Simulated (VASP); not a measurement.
# Si3Bi2Te2 (P-3m1) in VASP: single point with PBE

Aim: the single point of Si3Bi2Te2 with PBE.

Program: VASP 6.6.1. These are calculated values, not measurements. Logs are shortened: lines on timing, memory, paths and dates and some standing lists are left out, and cuts for length are marked.

**1. The cell of the first run**

It takes space group P-3m1 (No. 164, trigonal). Conventional cell: a = 4.038 Å, b = 4.038 Å, c = 14.933 Å, α = 90.00°, β = 90.00°, γ = 120.00°. Within 3.1 Å of Si (site symmetry 3m) lie 1 Si at 2.32 Å and 3 Bi at 2.69 Å. Si (site symmetry -3m) has 6 Te at 2.80 Å within 3.7 Å. Within 3.5 Å of Bi (site symmetry 3m) lie 3 Si at 2.69 Å. Te (site symmetry 3m) has 3 Si at 2.80 Å within 3.7 Å.

**2. Single point, PBE**

Contents of INCAR:

```
SYSTEM = Si3Bi2Te2
ALGO = Normal
EDIFF = 1E-6
ENCUT = 520
GGA = PE
ISIF = 2
ISMEAR = 0
LASPH = .TRUE.
LCHARG = .FALSE.
LREAL = .FALSE.
LWAVE = .FALSE.
NBANDS = 36
NELM = 80
PREC = Accurate
SIGMA = 0.1
```

Contents of KPOINTS:

```
k-points
0
G
  12 12 2
  0 0 0
```

Contents of POSCAR:

```
Si3Bi2Te2
1.0
    4.0375148179      0.0000000000      0.0000000000
   -2.0187574089      3.4965904004      0.0000000000
    0.0000000000      0.0000000000     14.9327144669
Si Bi Te
3 2 2
Direct
    0.0000000000      0.0000000000      0.4224130496
    0.0000000000      0.0000000000      0.5775869504
    0.0000000000      0.0000000000      0.0000000000
    0.3333333333      0.6666666667      0.6677215376
    0.6666666667      0.3333333333      0.3322784624
    0.3333333333      0.6666666667      0.1036786310
    0.6666666667      0.3333333333      0.8963213690
```

Potentials or basis: VASP PAW PBE potentials, release 64 (Si, Bi_d, Te).

On the command line:

```
$ cat potpaw_PBE.64/Si/POTCAR potpaw_PBE.64/Bi_d/POTCAR potpaw_PBE.64/Te/POTCAR > POTCAR
$ mpirun -np 1 vasp_std > vasp.out
```

OUTCAR:

```text
SYSTEM = Si3Bi2Te2
   EDIFF = 1E-6
   ENCUT = 520
   GGA = PE
   ISIF = 2
   ISMEAR = 0
   LASPH = .TRUE.
   LREAL = .FALSE.
   NELM = 80
   PREC = Accurate

 ion  position               nearest neighbor table
   1  0.000  0.000  0.422-   2 2.32   5 2.69   5 2.69   5 2.69
   2  0.000  0.000  0.578-   1 2.32   4 2.69   4 2.69   4 2.69
   3  0.000  0.000  0.000-   6 2.80   7 2.80   6 2.80   7 2.80   7 2.80   6 2.80
   4  0.333  0.667  0.668-   2 2.69   2 2.69   2 2.69
   5  0.667  0.333  0.332-   1 2.69   1 2.69   1 2.69
   6  0.333  0.667  0.104-   3 2.80   3 2.80   3 2.80
   7  0.667  0.333  0.896-   3 2.80   3 2.80   3 2.80

  LATTYP: Found a hexagonal cell.
 ALAT       =     4.0375148179
 C/A-ratio  =     3.6984915574

  Lattice vectors:

 A1 = (   4.0375148179,   0.0000000000,   0.0000000000)
 A2 = (  -2.0187574089,   3.4965904004,   0.0000000000)
 A3 = (   0.0000000000,   0.0000000000,  14.9327144669)

Analysis of symmetry for initial positions (statically):
=====================================================================
 Subroutine PRICEL returns:
 Original cell was already a primitive cell.

 Routine SETGRP: Setting up the symmetry group for a
 hexagonal supercell.

 Subroutine GETGRP returns: Found 12 space group operations
 (whereof 12 operations were pure point group operations)
 out of a pool of 24 trial point group operations.

The static configuration has the point symmetry D_3d.

Analysis of symmetry for dynamics (positions and initial velocities):
=====================================================================
 Subroutine PRICEL returns:
 Original cell was already a primitive cell.

 Routine SETGRP: Setting up the symmetry group for a
 hexagonal supercell.

 Subroutine GETGRP returns: Found 12 space group operations
 (whereof 12 operations were pure point group operations)
 out of a pool of 24 trial point group operations.

The dynamic configuration has the point symmetry D_3d.

 Subroutine INISYM returns: Found 12 space group operations
 (whereof 12 operations are pure point group operations),
 and found     1 'primitive' translations

----------------------------------------------------------------------------------------

                                     Primitive cell

  volume of cell :     210.8131

  direct lattice vectors                    reciprocal lattice vectors
     4.037514818  0.000000000  0.000000000     0.247677110  0.142996446  0.000000000
    -2.018757409  3.496590400  0.000000000     0.000000000  0.285992892  0.000000000
     0.000000000  0.000000000 14.932714467     0.000000000  0.000000000  0.066967061

  length of vectors
     4.037514818  4.037514818 14.932714467     0.285992892  0.285992892  0.066967061

  position of ions in fractional coordinates (direct lattice)
     0.000000000  0.000000000  0.422413050
     0.000000000  0.000000000  0.577586950
     0.000000000  0.000000000  0.000000000
     0.333333333  0.666666667  0.667721538
     0.666666667  0.333333333  0.332278462
     0.333333333  0.666666667  0.103678631
     0.666666667  0.333333333  0.896321369

  ion indices of the primitive-cell ions
   primitive index   ion index
                 1           1
                 2           2
                 3           3
                 4           4
                 5           5
                 6           6
                 7           7

----------------------------------------------------------------------------------------

 KPOINTS: k-points

Automatic generation of k-mesh.
 Grid dimensions read from file:
 generate k-points for:   12   12    2

 Generating k-lattice:

  Cartesian coordinates                     Fractional coordinates (reciprocal lattice)
     0.020639759  0.011916370  0.000000000     0.083333333  0.000000000  0.000000000
     0.000000000  0.023832741  0.000000000     0.000000000  0.083333333  0.000000000
     0.000000000  0.000000000  0.033483530     0.000000000  0.000000000  0.500000000

  Length of vectors
     0.023832741  0.023832741  0.033483530

  Shift w.r.t. Gamma in fractional coordinates (k-lattice)
     0.000000000  0.000000000  0.000000000

 Subroutine IBZKPT returns following result:
 ===========================================

 Found     38 irreducible k-points:

 Following reciprocal coordinates:
            Coordinates               Weight
  0.000000  0.000000  0.000000      1.000000
  0.083333 -0.000000  0.000000      6.000000
  0.166667 -0.000000  0.000000      6.000000
  0.250000 -0.000000  0.000000      6.000000
  0.333333 -0.000000  0.000000      6.000000
  0.416667 -0.000000  0.000000      6.000000
[... 16 lines left out ...]
  0.250000 -0.000000  0.500000      6.000000
  0.333333 -0.000000  0.500000      6.000000
 [... further k-points ...]
   k-points           NKPTS =     38   k-points in BZ     NKDIM =     38   number of bands    NBANDS=     36
   number of dos      NEDOS =    301   number of ions     NIONS =      7
   total plane-waves  NPLWV = 100800
   dimension x,y,z NGX =    30 NGY =   30 NGZ =  112
   dimension x,y,z NGXF=    60 NGYF=   60 NGZF=  224
   ions per type =               3   2   2
   NGX,Y,Z   is equivalent  to a cutoff of  12.35, 12.35, 12.47 a.u.
   NGXF,Y,Z  is equivalent  to a cutoff of  24.71, 24.71, 24.94 a.u.
 SYSTEM =  Si3Bi2Te2
   PREC   = accura    normal or accurate (medium, high low for compatibility)
   ISTART =      0    job   : 0-new  1-cont  2-samecut
   ICHARG =      2    charge: 1-file 2-atom 10-const
   ISPIN  =      1    spin polarized calculation?
   LNONCOLLINEAR =      F non collinear calculations
   LSORBIT =      F    spin-orbit coupling
   LASPH  =      T    aspherical Exc in radial PAW
   ENCUT  =  520.0 eV  38.22 Ry    6.18 a.u.   7.51  7.51 27.76*2*pi/ulx,y,z
   NELM   =     80;   NELMIN=  2; NELMDL= -5     # of ELM steps
   EDIFF  = 0.1E-05   stopping-criterion for ELM
   LREAL  =      F    real-space projection
   EDIFFG = 0.1E-04   stopping-criterion for IOM
   NSW    =      0    number of steps for IOM
   IBRION =     -1    ionic relax: 0-MD 1-quasi-New 2-CG
   NFREE  =      0    steps in history (QN), initial steepest desc. (CG)
   ISIF   =      2    stress and relaxation
   ISYM   =      2    0-nonsym 1-usesym 2-fastsym
   POTIM  = 0.5000    time-step for ionic-motion
   TEBEG  =    0.0;   TEEND  =   0.0 temperature during run
   PSTRESS=    0.0 pullay stress
   NELECT =      54.0000    total number of electrons
   NUPDOWN=      -1.0000    fix difference up-down
   EMIN   =  10.00;   EMAX   =-10.00  energy-range for DOS
   EFERMI =   0.00;   METHOD = LEGACY
   ISMEAR =     0;   SIGMA  =   0.10  broadening in eV -4-tet -1-fermi 0-gaus
   EFERMI_NEDOS =   21; number of points for ismear=-14 and -15
   IALGO  =     38    algorithm
   IMIX   =      4    mixing-type and parameters
     AMIX     =   0.40;   BMIX     =  1.00
     AMIX_MAG =   1.60;   BMIX_MAG =  1.00
  volume/ion in A,a.u.               =      30.12       203.23
  Fermi-wavevector in a.u.,A,eV,Ry     =   1.039697  1.964743 14.707493  1.080970
  Thomas-Fermi vector in A             =   2.174239
   LORBIT       =      0    0 simple, 1 ext, 2 COOP (PROOUT), +10 PAW based schemes
   GGA     = PE    functional components
   LHFCALC =     F    Hartree Fock is set to
   AEXX    =    0.0000 exact exchange contribution
   IVDW    =     0    specifies the selected vdW correction
   LEPSILON=     F    determine dielectric tensor
   LRPA    =     F    only Hartree local field effects (RPA)
 non-spin polarized calculation
 Gauss-broadening in eV      SIGMA  =   0.10
  energy-cutoff  :      520.00
  volume of cell :      210.81
 maximum number of plane-waves:      5721
   NGX = 15   NGY = 15   NGZ = 55

 number of electron      53.9999990 magnetization

 Free energy of the ion-electron system (eV)
  ---------------------------------------------------
  ext. energy  EPLUGINS =         0.00000000
  ---------------------------------------------------
  free energy    TOTEN  =       -29.02680985 eV

  energy without entropy =      -29.01697516  energy(sigma->0) =      -29.02189251

 E-fermi :   5.1569     XC(G=0):  -9.0227

 val. band max:        5.1261348922   @ k =   0.1667   0.0833   0.5000
 cond. band min:       5.1833311067   @ k =   0.3333  -0.0000   0.0000
 fundamental gap:      0.0571962145
 Fermi energy:         5.1569010921

 k-point     1 :       0.0000    0.0000    0.0000
  band No.  band energies     occupation
      1     -17.1904      2.00000
      2     -17.1904      2.00000
      3     -17.1903      2.00000
      4     -17.1903      2.00000
      5     -17.1128      2.00000
      6     -17.1128      2.00000
[... 28 lines left out ...]
     35       8.1268      0.00000
     36       8.9306      0.00000

 k-point     2 :       0.0833   -0.0000    0.0000
  band No.  band energies     occupation
      1     -17.1910      2.00000
      2     -17.1909      2.00000
      3     -17.1880      2.00000
      4     -17.1879      2.00000
      5     -17.1141      2.00000
      6     -17.1139      2.00000
[... 28 lines left out ...]
     35       8.1572      0.00000
     36       8.8832      0.00000

 k-point     3 :       0.1667   -0.0000    0.0000
  band No.  band energies     occupation
      1     -17.1927      2.00000
      2     -17.1925      2.00000
      3     -17.1814      2.00000
      4     -17.1813      2.00000
      5     -17.1173      2.00000
      6     -17.1171      2.00000
[... 28 lines left out ...]
     35       9.0362      0.00000
     36       9.4246      0.00000

 k-point     4 :       0.2500   -0.0000    0.0000
  band No.  band energies     occupation
      1     -17.1953      2.00000
      2     -17.1950      2.00000
      3     -17.1724      2.00000
      4     -17.1724      2.00000
      5     -17.1216      2.00000
      6     -17.1213      2.00000
[... 28 lines left out ...]
     35       9.1965      0.00000
     36      10.0785      0.00000

 k-point     5 :       0.3333   -0.0000    0.0000
  band No.  band energies     occupation
      1     -17.1982      2.00000
      2     -17.1979      2.00000
      3     -17.1638      2.00000
      4     -17.1638      2.00000
      5     -17.1259      2.00000
      6     -17.1254      2.00000
[... 655 lines left out ...]
 k-point    22 :       0.1667   -0.0000    0.5000
  band No.  band energies     occupation
      1     -17.1927      2.00000
      2     -17.1925      2.00000
      3     -17.1814      2.00000
      4     -17.1813      2.00000
      5     -17.1173      2.00000
      6     -17.1171      2.00000
[... 28 lines left out ...]
     35       8.8300      0.00000
     36       9.5095      0.00000

 k-point    23 :       0.2500   -0.0000    0.5000
  band No.  band energies     occupation
      1     -17.1953      2.00000
      2     -17.1951      2.00000
      3     -17.1724      2.00000
      4     -17.1724      2.00000
      5     -17.1216      2.00000
      6     -17.1213      2.00000
[... 28 lines left out ...]
     35       9.5077      0.00000
     36      10.0075      0.00000

 k-point    24 :       0.3333   -0.0000    0.5000
  band No.  band energies     occupation
      1     -17.1982      2.00000
      2     -17.1979      2.00000
      3     -17.1638      2.00000
      4     -17.1638      2.00000
      5     -17.1259      2.00000
      6     -17.1254      2.00000
[... 28 lines left out ...]
     35       9.4123      0.00000
     36       9.7188      0.00000

 [... further k-points ...]

------------------------ aborting loop because EDIFF is reached ----------------------------------------

  FORCE on cell =-STRESS in cart. coord.  units (eV):
  Direction    XX          YY          ZZ          XY          YZ          ZX
  --------------------------------------------------------------------------------------
  -------------------------------------------------------------------------------------
  Total       -0.0264730     -0.0264730     -0.0115558     -0.0000000      0.0000000     -0.0000000
  in kB       -0.2011942     -0.2011942     -0.0878243     -0.0000000      0.0000000     -0.0000000
  external PRESSURE =      -0.1634042 kB  Pullay stress =       0.0000000 kB

 VOLUME and BASIS-vectors are now :
 -----------------------------------------------------------------------------
  energy-cutoff  :      520.00
  volume of cell :      210.81
      direct lattice vectors                 reciprocal lattice vectors
     4.037514818  0.000000000  0.000000000     0.247677110  0.142996446  0.000000000
    -2.018757409  3.496590400  0.000000000     0.000000000  0.285992892  0.000000000
     0.000000000  0.000000000 14.932714467     0.000000000  0.000000000  0.066967061

 POSITION                                       TOTAL-FORCE (eV/Angst)
 -----------------------------------------------------------------------------------
      0.00000      0.00000      6.30777        -0.000000     -0.000000      0.005674
      0.00000      0.00000      8.62494        -0.000000      0.000000     -0.005674
      0.00000      0.00000      0.00000        -0.000000      0.000000      0.000000
     -0.00000      2.33106      9.97090        -0.000000     -0.000000      0.005637
      2.01876      1.16553      4.96182         0.000000      0.000000     -0.005637
     -0.00000      2.33106      1.54820         0.000000     -0.000000      0.009060
      2.01876      1.16553     13.38451         0.000000      0.000000     -0.009060
 -----------------------------------------------------------------------------------
    total drift:                               -0.000000      0.000000      0.000000

  FREE ENERGIE OF THE ION-ELECTRON SYSTEM (eV)
  ---------------------------------------------------
  free  energy   TOTEN  =       -29.0268098520 eV

  energy  without entropy=      -29.0169751630  energy(sigma->0) =      -29.02189251
```

Wall time 7 min (1 thread of Intel Xeon 8259CL, shared host); peak memory 0.47 GiB.

What came out:

```yaml
Free_energy: -29.0268 eV
Pressure: 0.0 GPa
Largest_force: 0.009 eV/Å
Band_gap_on_the_k_mesh: zero (band 27 reaches 5.56 eV, above the bottom of band 28 at 4.60 eV)
```

Forces on the atoms (eV/Å):
```
Si   0.000  0.000  0.006
Si   0.000  0.000 -0.006
Si   0.000  0.000  0.000
Bi   0.000  0.000  0.006
Bi   0.000  0.000 -0.006
Te   0.000  0.000  0.009
Te   0.000  0.000 -0.009
```

Levels at points of the mesh, in eV from the Fermi level:
| k point | band 25 | band 26 | band 27 | band 28 | band 29 | band 30 |
| --- | --- | --- | --- | --- | --- | --- |
| (0.00, 0.00, 0.00) | -0.30 | 0.41 | 0.41 | 0.66 | 1.62 | 1.80 |
| (0.50, 0.00, 0.00) | -1.25 | -1.06 | -0.55 | -0.13 | 0.80 | 1.66 |
| (0.00, 0.00, 0.50) | 0.10 | 0.28 | 0.40 | 0.40 | 1.57 | 1.96 |
| (0.50, 0.00, 0.50) | -1.21 | -0.85 | -0.58 | -0.56 | 1.09 | 1.61 |

Caveat: spin-orbit coupling is left out, which moves the levels of the heavy elements; this functional lacks dispersion, which binds the layers, so the pressure and a relaxed spacing across them are unreliable.
